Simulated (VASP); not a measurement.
# GeSb2Te4: single point with PBE

GeSb2Te4:

```
CELL_PARAMETERS angstrom
-3.05836 3.05836 6.06589
3.05836 -3.05836 6.06589
3.05836 3.05836 -6.06589
ATOMIC_POSITIONS crystal
Ge 0.00000 0.00000 0.00000
Sb 0.50000 0.50000 0.00000
Sb 0.25000 0.75000 0.50000
Te 0.49936 0.00345 0.49591
Te 0.24205 0.24613 0.99591
Te 0.99241 0.49649 0.49591
Te 0.74972 0.75381 0.99591
```

This cell differs from its parent crystal: all Te atoms moved +0.025 Å, as atom 4 towards its neighbour atom 1 (Ge) at 3.059 Å.

```yaml
Program: VASP 6.6.1
Task: single point
Functional: PBE
Potentials_or_basis: VASP PAW PBE potentials, release 64 (Ge_d, Sb, Te)
Cutoff: 520 eV
k_mesh: 10 × 10 × 10
Occupations: gaussian, width 0.15 eV
Spin: no spin polarisation
```

| Item | Value |
| --- | --- |
| Pressure | 0.0 GPa |
| Largest force | 0.046 eV/Å |
| Band gap on the k mesh | zero (bands 24 and 25 overlap by 0.15 eV) |

Forces on the atoms (eV/Å):
```
Ge   0.000  0.034  0.002
Sb   0.000  0.014  0.000
Sb   0.000  0.046  0.000
Te   0.000 -0.042  0.008
Te   0.000 -0.028 -0.002
Te   0.000  0.004 -0.009
Te   0.000 -0.028  0.002
```

Levels at points of the mesh, in eV from the Fermi level:
```tsv
k point	band 21	band 22	band 23	band 24	band 25	band 26	band 27	band 28
(0.00, 0.00, 0.00)	-0.87	-0.42	-0.42	-0.19	0.61	2.13	2.93	3.63
(0.50, 0.00, 0.00)	-1.04	-0.79	-0.71	-0.44	0.20	0.99	1.45	1.92
(0.00, 0.50, 0.00)	-1.03	-0.81	-0.70	-0.44	0.19	0.99	1.44	1.93
(0.00, 0.50, 0.50)	-1.03	-0.82	-0.68	-0.44	0.19	1.00	1.43	1.94
(0.50, 0.50, 0.00)	-0.74	-0.65	-0.49	-0.02	0.02	0.06	0.11	0.26
(0.50, 0.50, 0.50)	-2.18	-0.83	-0.64	-0.64	1.57	2.99	3.00	3.26
```

Run time: 13 min on 4 MPI ranks on Oxide Virtual Turin-like Processor, on a shared host, peak memory 1.9 GiB a rank.

Caveat: the cell differs from its parent crystal (all Te atoms moved +0.025 Å, as atom 4 towards its neighbour atom 1 (Ge) at 3.059 Å); spin-orbit coupling is left out, which moves the levels of the heavy elements.
